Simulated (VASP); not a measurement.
**Ta: relaxation of cell and atoms with PBE**

The system is Ta.

```
Ta
1.0
     0.00000    3.21951    3.21951
     3.21951    0.00000    3.21951
     3.21951    3.21951    0.00000
Ta
2
Cartesian
  0.0000 0.0000 0.0000
  1.6098 1.6098 1.6098
```

This isn't the form of Ta at room conditions, which is bcc.

```json
{
  "Program": "VASP 6.6.1",
  "Task": "relaxation of cell and atoms",
  "Functional": "PBE",
  "Potentials or basis": "VASP PAW PBE potentials, release 64 (Ta_pv)",
  "Cutoff": "600 eV",
  "k mesh": "9 × 9 × 9",
  "Occupations": "fermi-dirac, width 0.03 eV",
  "Spin": "no spin polarisation",
  "Dipole correction": "no",
  "Further INCAR settings": "ALGO = Normal; EDIFF = 1e-07; IBRION = 2; EDIFFG = -0.005; NSW = 100; ISIF = 3"
}
```

| Quantity | Value |
| --- | --- |
| Relaxed volume | 28.48 Å³/atom |
| Relaxed cell | a = 4.319 Å, b = 4.319 Å, c = 4.319 Å, α = 60.00°, β = 60.00°, γ = 60.00° |
| Space group after relaxing (to 0.1 Å) | Fd-3m (No. 227) |
| Energy gained by relaxing | 149.0 meV/atom |
| Ionic steps | 6 |
| Pressure after relaxing | 0.0 GPa |
| Band gap on the k mesh | zero (bands 11 and 12 overlap by 0.65 eV) |

The path:
| step | energy change (eV) | largest force (eV/Å) | pressure (GPa) | volume (Å³) |
| --- | --- | --- | --- | --- |
| 1 | 0.0000 | 0.0000 | -8.64 | 66.74 |
| 2 | -0.1284 | 0.0000 | 9.43 | 50.82 |
| 3 | -0.2980 | 0.0000 | -0.08 | 57.04 |
| 4 | -0.2980 | 0.0000 | 0.15 | 56.85 |
| 5 | -0.2980 | 0.0000 | -0.10 | 57.05 |
| 6 | -0.2980 | 0.0000 | 0.00 | 56.97 |

Final structure:
```cif
data_structure
_symmetry_space_group_name_H-M 'P 1'
_symmetry_Int_Tables_number 1
_cell_length_a 4.3190
_cell_length_b 4.3190
_cell_length_c 4.3190
_cell_angle_alpha 60.000
_cell_angle_beta 60.000
_cell_angle_gamma 60.000
_cell_volume 56.97
loop_
_atom_site_label
_atom_site_type_symbol
_atom_site_fract_x
_atom_site_fract_y
_atom_site_fract_z
_atom_site_occupancy
Ta1 Ta 0.00000 0.00000 0.00000 1
Ta2 Ta 0.25000 0.25000 0.25000 1
```

Levels at points of the mesh, in eV from the Fermi level:
| k point | band 8 | band 9 | band 10 | band 11 | band 12 | band 13 | band 14 | band 15 |
| --- | --- | --- | --- | --- | --- | --- | --- | --- |
| (0.00, 0.00, 0.00) | -0.95 | -0.95 | -0.29 | -0.29 | -0.29 | 2.01 | 2.01 | 2.01 |

It took 5.5 min on 1 thread of AMD EPYC 7R13, on a shared host, peak memory 0.2 GiB.

Caveat: spin-orbit coupling is left out, which moves the levels of the heavy elements.
